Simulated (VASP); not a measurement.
Input of a VASP 6.6.1 run:

The input INCAR:

```
SYSTEM = Ge
PREC = Accurate ; ENCUT = 520
EDIFF = 1E-6 ; ISMEAR = 0
SIGMA = 0.15 ; LREAL = .False.
LASPH = .True. ; NELM = 80
ALGO = Normal ; ISIF = 2
LWAVE = .False. ; LCHARG = .False.
GGA = CA ; NBANDS = 21
```

File KPOINTS:

```
Automatic mesh
0
Gamma
  14 14 14
  0 0 0
```

POSCAR

```
Ge
1.0
    0.0000000000      2.8107124513      2.8107124513
    2.8107124513      0.0000000000      2.8107124513
    2.8107124513      2.8107124513      0.0000000000
Ge
2
Direct
    0.5000000000      0.5000000000      0.5000000000
    0.7500000000      0.7500000000      0.7500000000
```

Potentials or basis: VASP PAW LDA potentials, release 64 (Ge_d).

Run with:

```console
$ cat potpaw_LDA.64/Ge_d/POTCAR > POTCAR
$ mpirun -np 1 vasp_std > vasp.out
```

**Question.** What does it give for the band gap on the k mesh?

**Answer.** 0.03 eV.

**Question.** Predict the pressure.

**Answer.** 0.3 GPa.

Caveat: the smearing spreads over this small gap.

**Experimental background.**

“Temperature-dependent photoluminescence in Ge: experiment and theory”, 2020, arxiv:2003.00143 reports, for a bulk crystal of Ge at 0 K: band gap 0.744 eV (indirect).

Against the measured gap of Ge, 0.744 eV (indirect; 0 K; “Temperature-dependent photoluminescence in Ge: experiment and theory”, 2020, arxiv:2003.00143), the calculated 0.03 eV is off by -0.71 eV. 3 values of this kind are on record (0.666 to 0.807 eV); this one was drawn at random among those near their median. Spin-orbit coupling on Ge is left out. The value is that of LDA on a finite k mesh, which can miss the band edges, without temperature or zero-point motion. Semilocal functionals fall short of measured gaps as a rule.
